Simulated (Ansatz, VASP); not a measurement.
## BN in VASP and in Ansatz

```
CELL_PARAMETERS angstrom
1.25208 0.72289 3.49491
-1.25208 0.72289 3.49491
0.00000 -1.44578 3.49491
ATOMIC_POSITIONS crystal
B 0.99962 0.99962 0.99962
N 0.33281 0.33281 0.33281
```

Alike in both runs: functional PBEsol; k mesh 12 × 12 × 12; no spin polarisation.

Ansatz relaxed the structure, and its values are those at the end. VASP's run is a single point on that final structure, the one shown.

```csv
,VASP,Ansatz
version,VASP 6.6.1,Ansatz 0.2.0
potentials or method,"VASP PAW PBE potentials, release 64 (B, N), cutoff 520 eV","scalar-relativistic, plane waves, PAW"
occupations,"gaussian, width 0.01 eV",fixed
valence electrons in the cell,8,8
```

```tsv
	VASP	Ansatz	Ansatz less VASP
gap on the k mesh at the Fermi level (eV)	4.24	4.25	+0.010
least direct gap on the mesh (eV)	4.63	4.63	+0.007
pressure (GPa)	0.3	0.0	-0.28
```

VASP's potentials were made for PBE, not for PBEsol.
